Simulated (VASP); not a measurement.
Runs of VASP 6.6.1 on C. The structure is that of space group C2/m (No. 12), or close to it. The cells are those of the table. 

| cell | cutoff (eV) | pressure (GPa) | largest force (eV/Å) |
| --- | --- | --- | --- |
| a = 2.444, b = 2.444, c = 13.471 Å, angles 87.1, 87.7, 60.0°, 8 atoms | 600 | 0.4 | 0.02 |
| a = 2.444, b = 2.444, c = 13.623 Å, angles 81.4, 83.1, 60.0°, 8 atoms | 520 | (a) | 0.03 |
| a = 2.444, b = 2.444, c = 13.650 Å, angles 80.3, 84.3, 60.0°, 8 atoms | 520 | 0.9 | 0.01 |
| a = 2.444, b = 2.444, c = 13.471 Å, angles 87.1, 87.7, 60.0°, 8 atoms | 520 | 0.9 | 0.02 |

Alike in all rows: task single point; level LDA; potentials or basis VASP PAW LDA potentials, release 64 (C); no spin polarisation; k mesh 15 × 15 × 3; smearing gaussian 0.03 eV.

Q: Fill in the values left out.

A: (a) 1.0.
